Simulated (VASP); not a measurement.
Write the native input for VASP 6.6.1 that does the following.

```
Task                   : single point
Functional             : PBEsol
Potentials or basis    : VASP PAW PBE potentials, release 64 (K_sv)
Cutoff                 : 520 eV
k mesh                 : 7 × 7 × 7
Occupations            : methfessel-paxton, width 0.1 eV
Spin                   : no spin polarisation
Dipole correction      : no
Further INCAR settings : ALGO = Normal; EDIFF = 1e-06; NBANDS = 10
```

The structure of K lies in POSCAR:

```
K
1.0
    4.2224461669      0.0000000000      0.0000000000
    0.0000000000      4.2224461669      0.0000000000
    0.0000000000      0.0000000000      4.2224461669
K
1
Direct
    0.0000000000      0.0000000000      0.0000000000
```

The input as run:

INCAR

```
PREC     = Accurate       # precision mode
ENCUT    = 520            # plane-wave cutoff, eV
EDIFF    = 1E-6           # SCF threshold, eV
ISMEAR   = 1              # smearing method
SIGMA    = 0.1            # smearing width, eV
LREAL    = F              # projectors in reciprocal space
LASPH    = T              # aspherical terms in the spheres
NELM     = 100            # most SCF steps
ALGO     = Normal         # electronic algorithm
ISIF     = 2              # what is computed and relaxed
LWAVE    = F              # write WAVECAR
LCHARG   = F              # write CHGCAR
GGA      = PS             # functional
NBANDS   = 10             # bands
```

KPOINTS

```
regular mesh
0
Gamma
  7 7 7
```

Potentials or basis: VASP PAW PBE potentials, release 64 (K_sv).

The run is started by

```sh
$ cat potpaw_PBE.64/K_sv/POTCAR > POTCAR
$ mpirun -np 1 vasp_std > vasp.out
```

Results of the run:

The pressure is 0.0 GPa.

Caveat: the PAW data sets were made with another functional, which shifts forces and pressure a little.

It took 7.7 s on 1 thread of Intel(R) Xeon(R) Platinum 8488C (Sapphire Rapids), with other jobs on the host, peak memory 0.17 GiB.
